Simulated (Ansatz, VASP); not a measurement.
# Two plane-wave programs on ZrC

```
CELL_PARAMETERS angstrom
2.31954 0.00000 0.00000
0.00000 2.31954 0.00000
0.00000 0.00000 2.31954
ATOMIC_POSITIONS crystal
Zr 0.00000 0.00000 0.00000
C 0.50000 0.50000 0.50000
```

Change from the starting cell: volume scaled by 0.5, PAW files.

Alike in both runs: task single point; functional PBE; k mesh 14 × 14 × 14; occupations fermi-dirac, width 0.1 eV; no spin polarisation.

|  | VASP | Ansatz |
| --- | --- | --- |
| version | VASP 6.6.1 | Ansatz 0.2.0 |
| potentials or method | VASP PAW PBE potentials, release 64 (Zr_sv, C) | PAW with Ansatz's default frozen-core files, scalar-relativistic |
| plane-wave cutoff (eV) | 520 | 420 |
| valence electrons in the cell | 16 | 16 |

VASP gave:

- pressure (GPa): 514.6

**Question.** What did Ansatz give for the same quantities?

**Answer.** Pressure (GPa): 512.1.

Both programs put the cell under a high pressure, so it lies far from rest at this level.

Noted on VASP's run: the cell as given lies far from equilibrium.
